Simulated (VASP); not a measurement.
Set up this calculation in VASP 6.6.1, as the native input.

| Property | Result |
| --- | --- |
| Task | electric field gradients |
| Functional | PBE |
| Potentials or basis | VASP PAW PBE potentials, release 64 (Hf_pv) |
| Cutoff | 520 eV |
| k mesh | 13 × 13 × 7 |
| Occupations | fermi-dirac, width 0.05 eV |
| Spin | no spin polarisation |
| Dipole correction | no |
| Further INCAR settings | ALGO = Normal; EDIFF = 1e-08; NBANDS = 17 |

The structure of Hf lies in POSCAR:

```
Hf
1.0
    3.1314414681      0.0000000000      0.0000000000
   -1.5657207340      2.7119078618      0.0000000000
    0.0000000000      0.0000000000      4.9545506207
Hf
2
Direct
    0.3333333333      0.6666666667      0.2500000000
    0.6666666667      0.3333333333      0.7500000000
```

This cell differs from its parent crystal: volume scaled by 0.94.

The input as run:

INCAR

```
ALGO = Normal
EDIFF = 1E-8
ENCUT = 520
GGA = PE
ISIF = 2
ISMEAR = -1
LASPH = T
LCHARG = F
LEFG = T
LREAL = F
LWAVE = F
NBANDS = 17
NELM = 80
PREC = Accurate
SIGMA = 0.05
```

KPOINTS

```
k-points
0
Gamma
  13 13 7
```

Potentials or basis: VASP PAW PBE potentials, release 64 (Hf_pv).

The run is started by

```console
$ cat potpaw_PBE.64/Hf_pv/POTCAR > POTCAR
$ mpirun -np 1 vasp_std > vasp.out
```

Results of the run:

```json
{
 "Pressure": "7.9 GPa",
 "Band gap on the k mesh": "zero (band 10 reaches 6.55 eV, above the bottom of band 11 at 4.99 eV)"
}
```

Caveat: without QUAD_EFG the Cq values of the log hold for a quadrupole moment of 1 mb, not for the nuclei; spin-orbit coupling is left out, which moves the levels of the heavy elements.

Wall time 35 s on 1 thread of AMD EPYC 9R45 96-Core Processor (Zen 5) (shared host), peak memory 0.16 GiB.
